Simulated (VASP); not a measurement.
Here is a VASP 6.6.1 calculation.

The input INCAR:

```
SYSTEM = C
  PREC = Accurate
  ENCUT = 520
  EDIFF = 1E-6
  ISMEAR = 0
  SIGMA = 0.05
  LREAL = Auto
  LASPH = .True.
  NELM = 100
  ALGO = Normal
  ISIF = 2
  LWAVE = .False.
  LCHARG = .False.
  LDIPOL = .True.
  IDIPOL = 3
  DIPOL = 0.5 0.5 0.500
  GGA = PS
  IBRION = 2
  NSW = 80
  EDIFFG = -0.02
```

KPOINTS

```
Automatic mesh
0
Gamma
  11 11 1
  0 0 0
```

The input POSCAR:

```
C
1.0
    2.5129226041      0.0000000000      0.0000000000
    0.0000000000      2.5129226041      0.0000000000
    0.0000000000      0.0000000000     27.4383322977
C
15
Direct
    0.0000000000      0.5000000000      0.2733402278
    0.0000000000      0.0000000000      0.3057201952
    0.5000000000      0.0000000000      0.3381001627
    0.5000000000      0.5000000000      0.3704801302
    0.0000000000      0.5000000000      0.4028600976
    0.0000000000      0.0000000000      0.4352400651
    0.5000000000      0.0000000000      0.4676200325
    0.5000000000      0.5000000000      0.5000000000
    0.0000000000      0.5000000000      0.5323799675
    0.0000000000      0.0000000000      0.5647599349
    0.5000000000      0.0000000000      0.5971399024
    0.5000000000      0.5000000000      0.6295198698
    0.0000000000      0.5000000000      0.6618998373
    0.0000000000      0.0000000000      0.6942798048
    0.5000000000      0.0000000000      0.7266597722
```

Potentials or basis: VASP PAW PBE potentials, release 64 (C).

Launch:

```bash
$ cat potpaw_PBE.64/C/POTCAR > POTCAR
$ mpirun -np 1 vasp_std > vasp.out
```

Question: Predict the energy gained by relaxing.

Answer: 15.9 meV/atom.

Question: Estimate the band gap on the k mesh.

Answer: Zero (bands 30 and 31 overlap by 0.26 eV).

Step by step:
```csv
step,energy change (eV),largest force (eV/Å),pressure (GPa)
1,0.0000,2.4087,-3.90
2,0.1832,3.5666,-0.51
3,-0.2248,0.3939,-2.94
4,-0.2248,0.4042,-2.91
5,-0.2323,0.4293,-2.46
6,-0.2354,0.1869,-2.61
7,-0.2375,0.1310,-2.49
8,-0.2377,0.1140,-2.52
9,-0.2383,0.0796,-2.45
10,-0.2383,0.0358,-2.47
11,-0.2384,0.0628,-2.41
12,-0.2384,0.0290,-2.44
13,-0.2385,0.0256,-2.39
14,-0.2387,0.0267,-2.33
15,-0.2387,0.0433,-2.17
16,-0.2388,0.0372,-2.23
17,-0.2388,0.0244,-2.20
18,-0.2389,0.0265,-2.16
19,-0.2389,0.0192,-2.17
```

Caveat: the PAW data sets were made with another functional, which shifts forces and pressure a little.
